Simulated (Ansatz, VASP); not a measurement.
# Ir in VASP and in Ansatz

```
Ir
1.0
     2.72414    0.00000    0.00000
    -1.36207    2.35917    0.00000
     0.00000    0.00000    4.42009
Ir
2
Direct
  0.66667 0.33333 0.75000
  0.33333 0.66667 0.25000
```

Alike in both runs: functional PBE; dispersion D3(BJ); k mesh 9 × 9 × 4; occupations gaussian, width 0.1 eV; no spin polarisation.

Ansatz relaxed the structure, and its values are those at the end. VASP's run is a single point on that final structure, the one shown.

|  | VASP | Ansatz |
| --- | --- | --- |
| version | VASP 6.6.1 | Ansatz 0.2.0 |
| potentials or method | VASP PAW PBE potentials, release 64 (Ir), cutoff 520 eV | scalar-relativistic, plane waves, PAW |
| valence electrons in the cell | 18 | 34 |

```csv
,VASP,Ansatz,Ansatz less VASP
gap on the k mesh at the Fermi level (eV),none,none,-
pressure (GPa),0.7,0.1,-0.61
```

A gap of «none» marks a metal or a gap that the smearing closes. VASP's potentials hold 18 valence electrons a cell and Ansatz's 34, so a difference there can come from the potentials and not from the codes.

Spin-orbit coupling is off throughout.
